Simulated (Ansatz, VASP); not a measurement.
**One calculation of SiO2, two programs**

```xyz
3
Lattice="1.3412 0.7743 4.3802 -1.3412 0.7743 4.3802 0.0000 -1.5486 4.3802" Properties=species:S:1:pos:R:3 pbc="T T T"
Si    0.0000    0.0000    0.0000
O     0.0000    0.0000    3.2851
O     0.0000    0.0000    9.8554
```

Change from the starting cell: ordered vacancies on the cation sites of rock salt (R-3m, No. 166).

Alike in both runs: task single point; functional PBE; k mesh 6 × 6 × 6; occupations gaussian, width 0.1 eV; no spin polarisation.

```csv
,VASP,Ansatz
version,VASP 6.6.1,Ansatz 0.2.0
potentials or method,"VASP PAW PBE potentials, release 64 (Si, O), cutoff 520 eV","scalar-relativistic, plane waves, PAW"
valence electrons in the cell,16,16
```

|  | VASP | Ansatz | Ansatz less VASP |
| --- | --- | --- | --- |
| gap on the k mesh at the Fermi level (eV) | 4.61 | 4.67 | +0.064 |
| least direct gap on the mesh (eV) | 4.61 | 4.67 | +0.064 |
| pressure (GPa) | -16.3 | -16.8 | -0.58 |
| traceless stress, the component that is largest in VASP (GPa) | -23.97 | -23.66 | +0.306 |
| rms of the force components (eV/Å) | 2.117 | 2.139 | +0.0222 |

Atom by atom the forces differ by 0.022 eV/Å (rms over components). The functional is the same, so the differences come from potentials, cutoffs and numerics.

The k mesh is coarse, so the values compare programs but aren't converged.
